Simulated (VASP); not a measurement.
# AlRu (Fm-3m) in VASP: single point with r2SCAN

Aim: the single point of AlRu with r2SCAN.

Program: VASP 6.6.1. These are calculated values, not measurements. Logs are shortened: lines on timing, memory, paths and dates and some standing lists are left out, and cuts for length are marked.

### Step 1. The cell of the first run

The structure is cubic, space group Fm-3m (No. 225). The conventional cell has a = 4.749 Å, b = 4.749 Å, c = 4.749 Å, α = 90.00°, β = 90.00°, γ = 90.00°. Within 3.1 Å of Al (site symmetry m-3m) lie 6 Ru at 2.37 Å. Within 3.1 Å of Ru (site symmetry m-3m) lie 6 Al at 2.37 Å.

### Step 2. Single point, r2SCAN

POSCAR reads:

```
AlRu
1.0
    3.1659126580      0.7914781645      0.7914781645
    0.7914781645      3.1659126580      0.7914781645
    0.7914781645      0.7914781645      3.1659126580
Al Ru
1 1
Direct
    0.0000000000      0.0000000000      0.0000000000
    0.5000000000      0.5000000000      0.5000000000
```

INCAR.step1 reads:

```
PREC = Accurate ; ENCUT = 520
ISMEAR = 0 ; SIGMA = 0.15
LREAL = F ; LASPH = T
NELM = 60 ; NBANDS = 16
GGA = PE ; ALGO = Normal
EDIFF = 1E-4 ; LWAVE = T
LCHARG = F
```

INCAR.step2 reads:

```
PREC = Accurate ; ENCUT = 520
EDIFF = 1E-7 ; ISMEAR = 0
SIGMA = 0.15 ; LREAL = F
LASPH = T ; NELM = 60
ALGO = Normal ; ISIF = 2
LWAVE = F ; LCHARG = F
METAGGA = R2SCAN ; LMIXTAU = T
NBANDS = 16 ; ISTART = 1
```

KPOINTS reads:

```
Automatic mesh
0
Gamma
  22 22 22
```

Potentials or basis: VASP PAW PBE potentials, release 64 (Al, Ru_pv).

Command:

```
cat potpaw_PBE.64/Al/POTCAR potpaw_PBE.64/Ru_pv/POTCAR > POTCAR
cp INCAR.step1 INCAR
mpirun -np 1 vasp_std > vasp.out
cp INCAR.step2 INCAR
mpirun -np 1 vasp_std > vasp.out
```

OUTCAR:

```text
PREC = Accurate
   ENCUT = 520
   EDIFF = 1E-7
   ISMEAR = 0
   LREAL = F
   LASPH = T
   NELM = 60
   ISIF = 2
   METAGGA = R2SCAN
   ISTART = 1

 ion  position               nearest neighbor table
   1  0.000  0.000  0.000-   2 2.37   2 2.37   2 2.37   2 2.37   2 2.37   2 2.37
   2  0.500  0.500  0.500-   1 2.37   1 2.37   1 2.37   1 2.37   1 2.37   1 2.37

  LATTYP: Found a face centered cubic cell.
 ALAT       =     4.7488689870

  Lattice vectors:

 A1 = (   3.1659126580,   0.7914781645,   0.7914781645)
 A2 = (   0.7914781645,   3.1659126580,   0.7914781645)
 A3 = (   0.7914781645,   0.7914781645,   3.1659126580)

Analysis of symmetry for initial positions (statically):
=====================================================================
 Subroutine PRICEL returns:
 Original cell was already a primitive cell.

 Routine SETGRP: Setting up the symmetry group for a
 face centered cubic supercell.

 Subroutine GETGRP returns: Found 48 space group operations
 (whereof 48 operations were pure point group operations)
 out of a pool of 48 trial point group operations.

The static configuration has the point symmetry O_h .

Analysis of symmetry for dynamics (positions and initial velocities):
=====================================================================
 Subroutine PRICEL returns:
 Original cell was already a primitive cell.

 Routine SETGRP: Setting up the symmetry group for a
 face centered cubic supercell.

 Subroutine GETGRP returns: Found 48 space group operations
 (whereof 48 operations were pure point group operations)
 out of a pool of 48 trial point group operations.

The dynamic configuration has the point symmetry O_h .

 Subroutine INISYM returns: Found 48 space group operations
 (whereof 48 operations are pure point group operations),
 and found     1 'primitive' translations

----------------------------------------------------------------------------------------

                                     Primitive cell

  volume of cell :      26.7738

  direct lattice vectors                    reciprocal lattice vectors
     3.165912658  0.791478164  0.791478164     0.350960760 -0.070192152 -0.070192152
     0.791478164  3.165912658  0.791478164    -0.070192152  0.350960760 -0.070192152
     0.791478164  0.791478164  3.165912658    -0.070192152 -0.070192152  0.350960760

  length of vectors
     3.357957464  3.357957464  3.357957464     0.364729120  0.364729120  0.364729120

  position of ions in fractional coordinates (direct lattice)
     0.000000000  0.000000000  0.000000000
     0.500000000  0.500000000  0.500000000

  ion indices of the primitive-cell ions
   primitive index   ion index
                 1           1
                 2           2

----------------------------------------------------------------------------------------

 KPOINTS: Automatic mesh

Automatic generation of k-mesh.
 Grid dimensions read from file:
 generate k-points for:   22   22   22

 Generating k-lattice:

  Cartesian coordinates                     Fractional coordinates (reciprocal lattice)
     0.015952762 -0.003190552 -0.003190552     0.045454545  0.000000000  0.000000000
    -0.003190552  0.015952762 -0.003190552     0.000000000  0.045454545  0.000000000
    -0.003190552 -0.003190552  0.015952762     0.000000000  0.000000000  0.045454545

  Length of vectors
     0.016578596  0.016578596  0.016578596

  Shift w.r.t. Gamma in fractional coordinates (k-lattice)
     0.000000000  0.000000000  0.000000000

 Subroutine IBZKPT returns following result:
 ===========================================

 Found    328 irreducible k-points:

 Following reciprocal coordinates:
            Coordinates               Weight
  0.000000  0.000000  0.000000      1.000000
  0.045455  0.000000  0.000000      8.000000
  0.090909  0.000000  0.000000      8.000000
  0.136364  0.000000  0.000000      8.000000
  0.181818 -0.000000  0.000000      8.000000
  0.227273  0.000000  0.000000      8.000000
[... 16 lines left out ...]
  0.500000  0.045455  0.000000     24.000000
 -0.454545  0.045455 -0.000000     24.000000
 [... further k-points ...]
   k-points           NKPTS =    328   k-points in BZ     NKDIM =    328   number of bands    NBANDS=     16
   number of dos      NEDOS =    301   number of ions     NIONS =      2
   total plane-waves  NPLWV =  21952
   dimension x,y,z NGX =    28 NGY =   28 NGZ =   28
   dimension x,y,z NGXF=    56 NGYF=   56 NGZF=   56
   ions per type =               1   1
   NGX,Y,Z   is equivalent  to a cutoff of  13.86, 13.86, 13.86 a.u.
   NGXF,Y,Z  is equivalent  to a cutoff of  27.72, 27.72, 27.72 a.u.
 SYSTEM =  unknown system
   PREC   = accura    normal or accurate (medium, high low for compatibility)
   ISTART =      1    job   : 0-new  1-cont  2-samecut
   ICHARG =      0    charge: 1-file 2-atom 10-const
   ISPIN  =      1    spin polarized calculation?
   LNONCOLLINEAR =      F non collinear calculations
   LSORBIT =      F    spin-orbit coupling
   LASPH  =      T    aspherical Exc in radial PAW
   ENCUT  =  520.0 eV  38.22 Ry    6.18 a.u.   6.24  6.24  6.24*2*pi/ulx,y,z
   NELM   =     60;   NELMIN=  2; NELMDL=  0     # of ELM steps
   EDIFF  = 0.1E-06   stopping-criterion for ELM
   LREAL  =      F    real-space projection
   EDIFFG = 0.1E-05   stopping-criterion for IOM
   NSW    =      0    number of steps for IOM
   IBRION =     -1    ionic relax: 0-MD 1-quasi-New 2-CG
   NFREE  =      0    steps in history (QN), initial steepest desc. (CG)
   ISIF   =      2    stress and relaxation
   ISYM   =      2    0-nonsym 1-usesym 2-fastsym
   POTIM  = 0.5000    time-step for ionic-motion
   TEBEG  =    0.0;   TEEND  =   0.0 temperature during run
   PSTRESS=    0.0 pullay stress
   NELECT =      17.0000    total number of electrons
   NUPDOWN=      -1.0000    fix difference up-down
   EMIN   =  10.00;   EMAX   =-10.00  energy-range for DOS
   EFERMI =   0.00;   METHOD = LEGACY
   ISMEAR =     0;   SIGMA  =   0.15  broadening in eV -4-tet -1-fermi 0-gaus
   EFERMI_NEDOS =   21; number of points for ismear=-14 and -15
   IALGO  =     38    algorithm
   IMIX   =      4    mixing-type and parameters
     AMIX     =   0.40;   BMIX     =  1.00
     AMIX_MAG =   1.60;   BMIX_MAG =  1.00
  volume/ion in A,a.u.               =      13.39        90.34
  Fermi-wavevector in a.u.,A,eV,Ry     =   1.407087  2.659009 26.938090  1.979894
  Thomas-Fermi vector in A             =   2.529382
   LORBIT       =      0    0 simple, 1 ext, 2 COOP (PROOUT), +10 PAW based schemes
   METAGGA = R2SCAN    functional components
   LHFCALC =     F    Hartree Fock is set to
   AEXX    =    0.0000 exact exchange contribution
   IVDW    =     0    specifies the selected vdW correction
   LEPSILON=     F    determine dielectric tensor
   LRPA    =     F    only Hartree local field effects (RPA)
 non-spin polarized calculation
 Gauss-broadening in eV      SIGMA  =   0.15
  energy-cutoff  :      520.00
  volume of cell :       26.77
 maximum number of plane-waves:       742
 NGX is ok and might be reduce to    28
   NGX = 13   NGY = 13   NGZ = 13

 number of electron      17.0000000 magnetization

 Free energy of the ion-electron system (eV)
  ---------------------------------------------------
  ext. energy  EPLUGINS =         0.00000000
  ---------------------------------------------------
  free energy    TOTEN  =       -31.63538117 eV

  energy without entropy =      -31.61727246  energy(sigma->0) =      -31.62632682

 E-fermi :  10.9729     XC(G=0): -13.4615

 val. band max:       10.9703414892   @ k =  -0.4545   0.4091  -0.0000
 cond. band min:      10.9751444636   @ k =  -0.3182   0.4545   0.2273
 fundamental gap:      0.0048029743
 Fermi energy:        10.9728722143

 k-point     1 :       0.0000    0.0000    0.0000
  band No.  band energies     occupation
      1     -32.3601      2.00000
      2     -32.3601      2.00000
      3     -32.3601      2.00000
      4       0.5727      2.00000
      5       8.3007      2.00000
      6       8.3007      2.00000
[... 8 lines left out ...]
     15      26.2571      0.00000
     16      26.2571      0.00000

 k-point     2 :       0.0455    0.0000    0.0000
  band No.  band energies     occupation
      1     -32.3630      2.00000
      2     -32.3606      2.00000
      3     -32.3606      2.00000
      4       0.6235      2.00000
      5       8.2653      2.00000
      6       8.3206      2.00000
[... 8 lines left out ...]
     15      26.1510      0.00000
     16      26.1829      0.00000

 k-point     3 :       0.0909    0.0000    0.0000
  band No.  band energies     occupation
      1     -32.3715      2.00000
      2     -32.3619      2.00000
      3     -32.3619      2.00000
      4       0.7750      2.00000
      5       8.1632      2.00000
      6       8.3534      2.00000
[... 8 lines left out ...]
     15      25.8981      0.00000
     16      25.9462      0.00000

 k-point     4 :       0.1364    0.0000    0.0000
  band No.  band energies     occupation
      1     -32.3849      2.00000
      2     -32.3641      2.00000
      3     -32.3641      2.00000
      4       1.0237      2.00000
      5       8.0047      2.00000
      6       8.3133      2.00000
[... 8 lines left out ...]
     15      25.5245      0.00000
     16      25.5245      0.00000

 k-point     5 :       0.1818   -0.0000    0.0000
  band No.  band energies     occupation
      1     -32.4020      2.00000
      2     -32.3669      2.00000
      3     -32.3669      2.00000
      4       1.3637      2.00000
      5       7.8037      2.00000
      6       8.1880      2.00000
[... 8 lines left out ...]
     15      24.9413      0.00000
     16      24.9413      0.00000

 k-point     6 :       0.2273    0.0000    0.0000
  band No.  band energies     occupation
      1     -32.4215      2.00000
      2     -32.3700      2.00000
      3     -32.3700      2.00000
      4       1.7862      2.00000
      5       7.5735      2.00000
      6       8.0292      2.00000
[... 8 lines left out ...]
     15      24.2942      0.00000
     16      24.2942      0.00000

 k-point     7 :       0.2727    0.0000    0.0000
  band No.  band energies     occupation
      1     -32.4418      2.00000
      2     -32.3733      2.00000
      3     -32.3733      2.00000
      4       2.2784      2.00000
      5       7.3240      2.00000
      6       7.8658      2.00000
[... 8 lines left out ...]
     15      23.7321      0.00000
     16      23.7321      0.00000

 k-point     8 :       0.3182   -0.0000    0.0000
  band No.  band energies     occupation
      1     -32.4611      2.00000
      2     -32.3764      2.00000
      3     -32.3764      2.00000
      4       2.8223      2.00000
      5       7.0597      2.00000
      6       7.7144      2.00000
[... 8 lines left out ...]
     15      23.4221      0.00000
     16      23.4221      0.00000

 k-point     9 :       0.3636    0.0000    0.0000
  band No.  band energies     occupation
      1     -32.4780      2.00000
      2     -32.3792      2.00000
      3     -32.3792      2.00000
      4       3.3916      2.00000
      5       6.7807      2.00000
      6       7.5866      2.00000
[... 8 lines left out ...]
     15      23.4252      0.00000
     16      23.4252      0.00000
[... 172 lines left out ...]
 k-point    19 :       0.3182    0.0455    0.0000
  band No.  band energies     occupation
      1     -32.4548      2.00000
      2     -32.3774      2.00000
      3     -32.3756      2.00000
      4       2.6740      2.00000
      5       7.1301      2.00000
      6       7.6955      2.00000
[... 8 lines left out ...]
     15      23.0887      0.00000
     16      23.7724      0.00000

 k-point    20 :       0.3636    0.0455    0.0000
  band No.  band energies     occupation
      1     -32.4723      2.00000
      2     -32.3801      2.00000
      3     -32.3787      2.00000
      4       3.2368      2.00000
      5       6.8517      2.00000
      6       7.5742      2.00000
[... 8 lines left out ...]
     15      23.1844      0.00000
     16      23.6892      0.00000

 k-point    21 :       0.4091    0.0455    0.0000
  band No.  band energies     occupation
      1     -32.4866      2.00000
      2     -32.3822      2.00000
      3     -32.3815      2.00000
      4       3.8008      2.00000
      5       6.5574      2.00000
      6       7.4857      2.00000
[... 8 lines left out ...]
     15      23.5194      0.00000
     16      23.7560      0.00000

 k-point    22 :       0.4545    0.0455    0.0000
  band No.  band energies     occupation
      1     -32.4964      2.00000
      2     -32.3835      2.00000
      3     -32.3834      2.00000
      4       4.3064      2.00000
      5       6.2629      2.00000
      6       7.4320      2.00000
[... 8 lines left out ...]
     15      23.8103      0.00000
     16      23.8717      0.00000

 k-point    23 :       0.5000    0.0455    0.0000
  band No.  band energies     occupation
      1     -32.5011      2.00000
      2     -32.3848      2.00000
      3     -32.3837      2.00000
      4       4.6239      2.00000
      5       6.0537      2.00000
      6       7.4131      2.00000
[... 8 lines left out ...]
     15      23.9393      0.00000
     16      23.9553      0.00000

 k-point    24 :      -0.4545    0.0455   -0.0000
  band No.  band energies     occupation
      1     -32.5001      2.00000
      2     -32.3851      2.00000
      3     -32.3831      2.00000
      4       4.5528      2.00000
      5       6.1039      2.00000
      6       7.4281      2.00000
[... 8 lines left out ...]
     15      23.8901      0.00000
     16      23.9428      0.00000

 [... further k-points ...]

------------------------ aborting loop because EDIFF is reached ----------------------------------------

  FORCE on cell =-STRESS in cart. coord.  units (eV):
  Direction    XX          YY          ZZ          XY          YZ          ZX
  --------------------------------------------------------------------------------------
  -------------------------------------------------------------------------------------
  Total        3.9357313      3.9357313      3.9357313     -0.0000000      0.0000000      0.0000000
  in kB      235.5187268    235.5187268    235.5187268     -0.0000000      0.0000000      0.0000000
  external PRESSURE =     235.5187268 kB  Pullay stress =       0.0000000 kB

 VOLUME and BASIS-vectors are now :
 -----------------------------------------------------------------------------
  energy-cutoff  :      520.00
  volume of cell :       26.77
      direct lattice vectors                 reciprocal lattice vectors
     3.165912658  0.791478164  0.791478164     0.350960760 -0.070192152 -0.070192152
     0.791478164  3.165912658  0.791478164    -0.070192152  0.350960760 -0.070192152
     0.791478164  0.791478164  3.165912658    -0.070192152 -0.070192152  0.350960760

 POSITION                                       TOTAL-FORCE (eV/Angst)
 -----------------------------------------------------------------------------------
      0.00000      0.00000      0.00000        -0.000000     -0.000000      0.000000
      2.37443      2.37443      2.37443         0.000000      0.000000     -0.000000
 -----------------------------------------------------------------------------------
    total drift:                                0.000000      0.000000      0.000000

  FREE ENERGIE OF THE ION-ELECTRON SYSTEM (eV)
  ---------------------------------------------------
  free  energy   TOTEN  =       -31.6353811720 eV

  energy  without entropy=      -31.6172724606  energy(sigma->0) =      -31.62632682
```

It took 8.2 min on 1 thread of Intel Xeon Platinum 8259CL at 2.50GHz (Skylake/Cascade Lake), shared host; peak memory 0.27 GiB.

What came out:

- Free energy: -31.6354 eV
- Pressure: 23.6 GPa
- Band gap on the k mesh: zero (an odd number of electrons rules out a gap without spin polarisation)

Caveat: the cell stands under pressure; the PAW data sets were made with another functional, which shifts forces and pressure a little.
